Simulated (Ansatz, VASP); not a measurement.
## MnSb: VASP beside Ansatz

File INCAR:

```
ALGO = Normal
EDIFF = 1E-6
ENCUT = 680
GGA = PE
GGA_COMPAT = F
ISIF = 2
ISMEAR = -1
ISPIN = 2
LASPH = T
LCHARG = F
LMAXMIX = 4
LORBIT = 11
LREAL = F
LWAVE = F
MAGMOM = 0 2
NBANDS = 26
NELM = 200
NUPDOWN = 2.0
PREC = Accurate
SIGMA = 0.05
```

The input KPOINTS:

```
k-points
0
Gamma
  7 7 7
```

Contents of POSCAR:

```
MnSb
1.0
    0.0000000000      2.7950160000      2.7950160000
    2.7950160000      0.0000000000      2.7950160000
    2.7950160000      2.7950160000      0.0000000000
Sb Mn
1 1
Direct
    0.5000000000      0.5000000000      0.5000000000
    0.0000000000      0.0000000000      0.0000000000
```

input.yaml

```yaml
crystal:
  lattice:
    - [0.0, 2.795016, 2.795016]
    - [2.795016, 0.0, 2.795016]
    - [2.795016, 2.795016, 0.0]
  atoms:
    - { symbol: Sb, position: [0.5, 0.5, 0.5] }
    - { symbol: Mn, position: [0.0, 0.0, 0.0], spin: 2.0 }
hamiltonian:
  xc: pbe
  pseudopotentials: { kind: paw }
magnetization:
  spin_polarized: true
  initial_magnetization: 2.0
  spin_locking: { lock_magnetization: hard }
kpoints:
  mp_grid: { grid: [7, 7, 7] }
scf:
  occupations: { method: fermi_dirac, width: 0.05 }
  lower_state_search: "off"
output:
  forces: true
  stress: true
  eigenvalues: true
```

Alike in both runs: task single point; functional PBE; k mesh 7 × 7 × 7; occupations fermi-dirac, width 0.05 eV; collinear spin; fixed moment 2 μB.

```csv
,VASP,Ansatz
version,VASP 6.6.1,Ansatz 0.2.0
potentials or method,"VASP PAW PBE potentials, release 64 (Sb_d_GW, Mn_sv)",Ansatz PAW
plane-wave cutoff (eV),680,420
valence electrons in the cell,30,30
```

|  | VASP | Ansatz | Ansatz less VASP |
| --- | --- | --- | --- |
| pressure (GPa) | -9.5 | -9.3 | +0.17 |
| net moment per atom (μB) | 1.00 | 1.00 | 0.000 |
| size of the moment on the site where the two differ most (μB) | 2.22 | 2.34 | +0.118 |

Site moments also hang on the region over which each program counts them.

Spin-orbit coupling is off throughout.
